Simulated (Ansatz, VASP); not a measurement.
AlGaN2 in VASP and in Ansatz

The input INCAR:

```
  ALGO = Normal
  EDIFF = 1E-7
  ENCUT = 520
  ISIF = 2
  ISMEAR = 0
  LASPH = T
  LCHARG = F
  LREAL = F
  LWAVE = F
  NBANDS = 21
  NELM = 100
  PREC = Accurate
  SIGMA = 0.05
```

Contents of KPOINTS:

```
k-points
0
Gamma
  8 8 6
```

The input POSCAR:

```
AlGaN2
1.0
    3.1565814339      0.0000000000      0.0000000000
    0.0000000000      3.1565814339      0.0000000000
    0.0000000000      0.0000000000      4.4238379400
Al Ga N
1 1 2
Direct
    0.5000000000      0.5000000000      0.5000000000
    0.0000000000      0.0000000000      0.0000000000
    0.5000000000      0.0000000000      0.7382648100
    0.0000000000      0.5000000000      0.2617351900
```

Input for Ansatz:

```yaml
crystal:
  lattice:
    - [3.1565814339, 0.0, 0.0]
    - [0.0, 3.1565814339, 0.0]
    - [0.0, 0.0, 4.42383794]
  atoms:
    - { symbol: Al, position: [0.5, 0.5, 0.5] }
    - { symbol: Ga, position: [0.0, 0.0, 0.0] }
    - { symbol: "N", position: [0.5, 0.0, 0.73826481] }
    - { symbol: "N", position: [0.0, 0.5, 0.26173519] }
basis:
  ecutwfc: 420
kpoints:
  mp_grid: { grid: [8, 8, 6] }
hamiltonian:
  xc: lda
scf:
  occupations: { method: gaussian, width: 0.05 }
output:
  forces: true
  stress: true
  eigenvalues: true
```

Change from the starting cell: strain +0.0050 x Voigt [1, 1, 0, 0, 0, 0], atoms carried along.

Alike in both runs: task single point; functional LDA; k mesh 8 × 8 × 6; occupations gaussian, width 0.05 eV; no spin polarisation.

|  | VASP | Ansatz |
| --- | --- | --- |
| version | VASP 6.6.1 | Ansatz 0.2.0 |
| potentials or method | VASP PAW LDA potentials, release 64 (Al, Ga_d, N), cutoff 520 eV | scalar-relativistic, plane waves, PAW |
| valence electrons in the cell | 26 | 26 |

|  | VASP | Ansatz | Ansatz less VASP |
| --- | --- | --- | --- |
| gap on the k mesh at the Fermi level (eV) | 2.80 | 2.79 | -0.012 |
| least direct gap on the mesh (eV) | 2.80 | 2.79 | -0.012 |
| pressure (GPa) | -6.0 | -6.8 | -0.75 |
| traceless stress, the component that is largest in VASP (GPa) | 0.33 | 0.33 | -0.006 |
| rms of the force components (eV/Å) | 0.064 | 0.075 | +0.0112 |

LDA's correlation is that of Perdew and Zunger in VASP and of Perdew and Wang (1992) in Ansatz. Atom by atom the forces differ by 0.011 eV/Å (rms over components).
